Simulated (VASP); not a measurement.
# BP (F-43m) in VASP: a series of runs

Runs on BP. Level: PBE. Tasks: single point.

Everything below comes from runs of VASP 6.6.1. Logs are shortened: lines on timing, memory, paths and dates and some standing lists are left out, and cuts for length are marked.

## 1. The cell of the first run

It takes space group F-43m (No. 216, cubic). The conventional cell has a = 4.538 Å, b = 4.538 Å, c = 4.538 Å, α = 90.00°, β = 90.00°, γ = 90.00°. P (site symmetry -43m) has 4 B at 1.97 Å within 2.6 Å. B (site symmetry -43m) has 4 P at 1.97 Å within 2.6 Å.

## 2. Single point, PBE

The input, INCAR:

```
SYSTEM = BP
ALGO = Normal ; EDIFF = 1E-6
ENCUT = 520 ; GGA = PE
ISIF = 2 ; ISMEAR = 0
LASPH = .TRUE. ; LCHARG = .FALSE.
LREAL = .FALSE. ; LWAVE = .FALSE.
NBANDS = 11 ; NELM = 100
PREC = Accurate ; SIGMA = 0.018000000000000002
```

The input, KPOINTS:

```
k-points
0
G
  10 10 10
  0 0 0
```

The input, POSCAR:

```
BP
1.0
    0.0000000000      2.2690000000      2.2690000000
    2.2690000000      0.0000000000      2.2690000000
    2.2690000000      2.2690000000      0.0000000000
P B
1 1
Direct
    0.7500000000      0.7500000000      0.7500000000
    0.0000000000      0.0000000000      0.0000000000
```

Potentials or basis: VASP PAW PBE potentials, release 64 (P, B).

Run with:

```bash
cat potpaw_PBE.64/P/POTCAR potpaw_PBE.64/B/POTCAR > POTCAR
mpirun -np 1 vasp_std > vasp.out
```

OUTCAR:

```text
SYSTEM = BP
   EDIFF = 1E-6
   ENCUT = 520
   GGA = PE
   ISIF = 2
   ISMEAR = 0
   LASPH = .TRUE.
   LREAL = .FALSE.
   NELM = 100
   PREC = Accurate

 ion  position               nearest neighbor table
   1  0.750  0.750  0.750-   2 1.97   2 1.97   2 1.97   2 1.97
   2  0.000  0.000  0.000-   1 1.97   1 1.97   1 1.97   1 1.97

  LATTYP: Found a face centered cubic cell.
 ALAT       =     4.5380000000

  Lattice vectors:

 A1 = (   0.0000000000,   2.2690000000,   2.2690000000)
 A2 = (   2.2690000000,   0.0000000000,   2.2690000000)
 A3 = (   2.2690000000,   2.2690000000,   0.0000000000)

Analysis of symmetry for initial positions (statically):
=====================================================================
 Subroutine PRICEL returns:
 Original cell was already a primitive cell.

 Routine SETGRP: Setting up the symmetry group for a
 face centered cubic supercell.

 Subroutine GETGRP returns: Found 24 space group operations
 (whereof 24 operations were pure point group operations)
 out of a pool of 48 trial point group operations.

The static configuration has the point symmetry T_d .

Analysis of symmetry for dynamics (positions and initial velocities):
=====================================================================
 Subroutine PRICEL returns:
 Original cell was already a primitive cell.

 Routine SETGRP: Setting up the symmetry group for a
 face centered cubic supercell.

 Subroutine GETGRP returns: Found 24 space group operations
 (whereof 24 operations were pure point group operations)
 out of a pool of 48 trial point group operations.

The dynamic configuration has the point symmetry T_d .

 Subroutine INISYM returns: Found 24 space group operations
 (whereof 24 operations are pure point group operations),
 and found     1 'primitive' translations

----------------------------------------------------------------------------------------

                                     Primitive cell

  volume of cell :      23.3633

  direct lattice vectors                    reciprocal lattice vectors
     0.000000000  2.269000000  2.269000000    -0.220361393  0.220361393  0.220361393
     2.269000000  0.000000000  2.269000000     0.220361393 -0.220361393  0.220361393
     2.269000000  2.269000000  0.000000000     0.220361393  0.220361393 -0.220361393

  length of vectors
     3.208850573  3.208850573  3.208850573     0.381677128  0.381677128  0.381677128

  position of ions in fractional coordinates (direct lattice)
     0.750000000  0.750000000  0.750000000
     0.000000000  0.000000000  0.000000000

  ion indices of the primitive-cell ions
   primitive index   ion index
                 1           1
                 2           2

----------------------------------------------------------------------------------------

 KPOINTS: k-points

Automatic generation of k-mesh.
 Grid dimensions read from file:
 generate k-points for:   10   10   10

 Generating k-lattice:

  Cartesian coordinates                     Fractional coordinates (reciprocal lattice)
    -0.022036139  0.022036139  0.022036139     0.100000000  0.000000000  0.000000000
     0.022036139 -0.022036139  0.022036139     0.000000000  0.100000000  0.000000000
     0.022036139  0.022036139 -0.022036139     0.000000000  0.000000000  0.100000000

  Length of vectors
     0.038167713  0.038167713  0.038167713

  Shift w.r.t. Gamma in fractional coordinates (k-lattice)
     0.000000000  0.000000000  0.000000000

 Subroutine IBZKPT returns following result:
 ===========================================

 Found     47 irreducible k-points:

 Following reciprocal coordinates:
            Coordinates               Weight
  0.000000  0.000000  0.000000      1.000000
  0.100000  0.000000  0.000000      8.000000
  0.200000  0.000000  0.000000      8.000000
  0.300000  0.000000  0.000000      8.000000
  0.400000  0.000000  0.000000      8.000000
  0.500000  0.000000  0.000000      4.000000
[... 16 lines left out ...]
  0.300000  0.300000  0.000000      6.000000
  0.400000  0.300000  0.000000     24.000000
 [... further k-points ...]
   k-points           NKPTS =     47   k-points in BZ     NKDIM =     47   number of bands    NBANDS=     11
   number of dos      NEDOS =    301   number of ions     NIONS =      2
   total plane-waves  NPLWV =  13824
   dimension x,y,z NGX =    24 NGY =   24 NGZ =   24
   dimension x,y,z NGXF=    48 NGYF=   48 NGZF=   48
   ions per type =               1   1
   NGX,Y,Z   is equivalent  to a cutoff of  12.43, 12.43, 12.43 a.u.
   NGXF,Y,Z  is equivalent  to a cutoff of  24.87, 24.87, 24.87 a.u.
 SYSTEM =  BP
   PREC   = accura    normal or accurate (medium, high low for compatibility)
   ISTART =      0    job   : 0-new  1-cont  2-samecut
   ICHARG =      2    charge: 1-file 2-atom 10-const
   ISPIN  =      1    spin polarized calculation?
   LNONCOLLINEAR =      F non collinear calculations
   LSORBIT =      F    spin-orbit coupling
   LASPH  =      T    aspherical Exc in radial PAW
   ENCUT  =  520.0 eV  38.22 Ry    6.18 a.u.   5.97  5.97  5.97*2*pi/ulx,y,z
   NELM   =    100;   NELMIN=  2; NELMDL= -5     # of ELM steps
   EDIFF  = 0.1E-05   stopping-criterion for ELM
   LREAL  =      F    real-space projection
   EDIFFG = 0.1E-04   stopping-criterion for IOM
   NSW    =      0    number of steps for IOM
   IBRION =     -1    ionic relax: 0-MD 1-quasi-New 2-CG
   NFREE  =      0    steps in history (QN), initial steepest desc. (CG)
   ISIF   =      2    stress and relaxation
   ISYM   =      2    0-nonsym 1-usesym 2-fastsym
   POTIM  = 0.5000    time-step for ionic-motion
   TEBEG  =    0.0;   TEEND  =   0.0 temperature during run
   PSTRESS=    0.0 pullay stress
   NELECT =       8.0000    total number of electrons
   NUPDOWN=      -1.0000    fix difference up-down
   EMIN   =  10.00;   EMAX   =-10.00  energy-range for DOS
   EFERMI =   0.00;   METHOD = LEGACY
   ISMEAR =     0;   SIGMA  =   0.02  broadening in eV -4-tet -1-fermi 0-gaus
   EFERMI_NEDOS =   21; number of points for ismear=-14 and -15
   IALGO  =     38    algorithm
   IMIX   =      4    mixing-type and parameters
     AMIX     =   0.40;   BMIX     =  1.00
     AMIX_MAG =   1.60;   BMIX_MAG =  1.00
  volume/ion in A,a.u.               =      11.68        78.83
  Fermi-wavevector in a.u.,A,eV,Ry     =   1.145320  2.164342 17.847562  1.311759
  Thomas-Fermi vector in A             =   2.282009
   LORBIT       =      0    0 simple, 1 ext, 2 COOP (PROOUT), +10 PAW based schemes
   GGA     = PE    functional components
   LHFCALC =     F    Hartree Fock is set to
   AEXX    =    0.0000 exact exchange contribution
   IVDW    =     0    specifies the selected vdW correction
   LEPSILON=     F    determine dielectric tensor
   LRPA    =     F    only Hartree local field effects (RPA)
 non-spin polarized calculation
 Gauss-broadening in eV      SIGMA  =   0.02
  energy-cutoff  :      520.00
  volume of cell :       23.36
 maximum number of plane-waves:       639
   NGX = 11   NGY = 11   NGZ = 11

 number of electron       8.0000000 magnetization

 Free energy of the ion-electron system (eV)
  ---------------------------------------------------
  ext. energy  EPLUGINS =         0.00000000
  ---------------------------------------------------
  free energy    TOTEN  =       -12.93048094 eV

  energy without entropy =      -12.93048094  energy(sigma->0) =      -12.93048094

 E-fermi :   7.5676     XC(G=0): -10.9072

 val. band max:        7.4329392161   @ k =   0.0000   0.0000   0.0000
 cond. band min:       8.6721153515   @ k =   0.4000   0.4000   0.0000
 fundamental gap:      1.2391761354
 Fermi energy:         7.5675743907

 k-point     1 :       0.0000    0.0000    0.0000
  band No.  band energies     occupation
      1      -8.0275      2.00000
      2       7.4329      2.00000
      3       7.4329      2.00000
      4       7.4329      2.00000
      5      10.8336      0.00000
      6      10.8336      0.00000
      7      10.8336      0.00000
      8      14.8072      0.00000
      9      18.9456      0.00000
     10      19.5616      0.00000
     11      19.5616      0.00000

 k-point     2 :       0.1000    0.0000    0.0000
  band No.  band energies     occupation
      1      -7.8473      2.00000
      2       6.1309      2.00000
      3       7.1381      2.00000
      4       7.1381      2.00000
      5      11.2418      0.00000
      6      11.2418      0.00000
      7      11.2703      0.00000
      8      15.3283      0.00000
      9      18.8776      0.00000
     10      18.8776      0.00000
     11      19.5144      0.00000

 k-point     3 :       0.2000    0.0000    0.0000
  band No.  band energies     occupation
      1      -7.3137      2.00000
      2       3.7893      2.00000
      3       6.5790      2.00000
      4       6.5790      2.00000
      5      11.4680      0.00000
      6      11.9616      0.00000
      7      11.9616      0.00000
      8      16.5013      0.00000
      9      18.2767      0.00000
     10      18.2767      0.00000
     11      20.3745      0.00000

 k-point     4 :       0.3000    0.0000    0.0000
  band No.  band energies     occupation
      1      -6.4566      2.00000
      2       1.4300      2.00000
      3       6.0900      2.00000
      4       6.0900      2.00000
      5      11.3743      0.00000
      6      12.2909      0.00000
      7      12.2909      0.00000
      8      17.4120      0.00000
      9      18.8536      0.00000
     10      18.8536      0.00000
     11      20.6373      0.00000
[... 239 lines left out ...]
 k-point    22 :      -0.2000    0.2000    0.0000
  band No.  band energies     occupation
      1      -6.1651      2.00000
      2       2.1840      2.00000
      3       3.2611      2.00000
      4       6.1893      2.00000
      5      11.9078      0.00000
      6      12.7494      0.00000
      7      13.8202      0.00000
      8      15.7721      0.00000
      9      16.9353      0.00000
     10      21.0502      0.00000
     11      23.2379      0.00000

 k-point    23 :       0.3000    0.3000    0.0000
  band No.  band energies     occupation
      1      -5.9129      2.00000
      2       2.6005      2.00000
      3       4.2122      2.00000
      4       4.2122      2.00000
      5       8.9572      0.00000
      6      11.3432      0.00000
      7      16.2982      0.00000
      8      16.2982      0.00000
      9      20.4925      0.00000
     10      21.8175      0.00000
     11      23.9730      0.00000

 k-point    24 :       0.4000    0.3000    0.0000
  band No.  band energies     occupation
      1      -5.0879      2.00000
      2       1.2728      2.00000
      3       3.3845      2.00000
      4       3.9176      2.00000
      5       9.2444      0.00000
      6      11.0561      0.00000
      7      16.9123      0.00000
      8      16.9206      0.00000
      9      21.4338      0.00000
     10      22.6949      0.00000
     11      24.4914      0.00000

 [... further k-points ...]
[... 5 lines left out ...]
  --------------------------------------------------------------------------------------
  -------------------------------------------------------------------------------------
  Total        0.1296651      0.1296651      0.1296651     -0.0000000      0.0000000      0.0000000
  in kB        8.8920173      8.8920173      8.8920173     -0.0000000      0.0000000      0.0000000
  external PRESSURE =       8.8920173 kB  Pullay stress =       0.0000000 kB

 VOLUME and BASIS-vectors are now :
 -----------------------------------------------------------------------------
  energy-cutoff  :      520.00
  volume of cell :       23.36
      direct lattice vectors                 reciprocal lattice vectors
     0.000000000  2.269000000  2.269000000    -0.220361393  0.220361393  0.220361393
     2.269000000  0.000000000  2.269000000     0.220361393 -0.220361393  0.220361393
     2.269000000  2.269000000  0.000000000     0.220361393  0.220361393 -0.220361393

 POSITION                                       TOTAL-FORCE (eV/Angst)
 -----------------------------------------------------------------------------------
      3.40350      3.40350      3.40350         0.000000      0.000000      0.000000
      0.00000      0.00000      0.00000        -0.000000     -0.000000     -0.000000
 -----------------------------------------------------------------------------------
    total drift:                               -0.000000     -0.000000     -0.000000

  FREE ENERGIE OF THE ION-ELECTRON SYSTEM (eV)
  ---------------------------------------------------
  free  energy   TOTEN  =       -12.9304809423 eV

  energy  without entropy=      -12.9304809423  energy(sigma->0) =      -12.93048094
```

Wall time 4.6 s (1 thread of Intel Xeon 6975P-C, shared host); peak memory 0.14 GiB.

What came out:

| Item | Value |
| --- | --- |
| Free energy | -12.9305 eV |
| Pressure | 0.9 GPa |
| Band gap on the k mesh | 1.24 eV, indirect (least direct gap 3.40 eV) |

Levels at points of the mesh, in eV from the valence-band top:
| k point | band 1 | band 2 | band 3 | band 4 | band 5 | band 6 | band 7 | band 8 |
| --- | --- | --- | --- | --- | --- | --- | --- | --- |
| (0.00, 0.00, 0.00) | -15.46 | 0.00 | 0.00 | 0.00 | 3.40 | 3.40 | 3.40 | 7.37 |
| (0.50, 0.00, 0.00) | -12.14 | -9.03 | -1.76 | -1.76 | 3.78 | 4.71 | 4.71 | 10.13 |
| (0.50, 0.50, 0.00) | -10.61 | -8.58 | -4.11 | -4.11 | 1.33 | 1.66 | 12.12 | 12.12 |

(Part 1 of 2 ends here.)
